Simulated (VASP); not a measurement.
Input of a VASP 6.6.1 run:

Contents of POSCAR:

```
Ga2O3
1.0
    2.9298892649      0.0000000000      0.0000000000
   -1.4649446324      2.5373585337      0.0000000000
    0.0000000000      0.0000000000      6.7060372721
Ga O
2 3
Direct
    0.3333333333      0.6666666667      0.2039202181
    0.6666666667      0.3333333333      0.7960797819
    0.0000000000      0.0000000000      0.0000000000
    0.3333333333      0.6666666667      0.6915979171
    0.6666666667      0.3333333333      0.3084020829
```

INCAR.step1

```
SYSTEM = Ga2O3
PREC = Accurate
ENCUT = 520
ISMEAR = 0
SIGMA = 0.01
LREAL = .FALSE.
LASPH = .TRUE.
NELM = 60
NBANDS = 30
GGA = PE
ALGO = Normal
EDIFF = 1E-4
LWAVE = .TRUE.
LCHARG = .FALSE.
```

The input INCAR.step2:

```
SYSTEM = Ga2O3
PREC = Accurate
ENCUT = 520
EDIFF = 1E-6
ISMEAR = 0
SIGMA = 0.01
LREAL = .FALSE.
LASPH = .TRUE.
NELM = 60
ALGO = Normal
ISIF = 2
LWAVE = .FALSE.
LCHARG = .FALSE.
METAGGA = R2SCAN
LMIXTAU = .TRUE.
NBANDS = 30
ISTART = 1
```

The input KPOINTS:

```
Automatic mesh
0
G
  9 9 4
  0 0 0
```

Potentials or basis: VASP PAW PBE potentials, release 64 (Ga_d, O).

Launch:

```console
$ cat potpaw_PBE.64/Ga_d/POTCAR potpaw_PBE.64/O/POTCAR > POTCAR
$ cp INCAR.step1 INCAR
$ mpirun -np 1 vasp_std > vasp.out
$ cp INCAR.step2 INCAR
$ mpirun -np 1 vasp_std > vasp.out
```

(1) Estimate the largest force.

(2) Predict the band gap on the k mesh.

(3) What does it give for the pressure?

## Answers

(1) 0.904 eV/Å.

(2) 3.64 eV, direct.

(3) 16.8 GPa.

Caveat: the PAW data sets were made with another functional, which shifts forces and pressure a little.
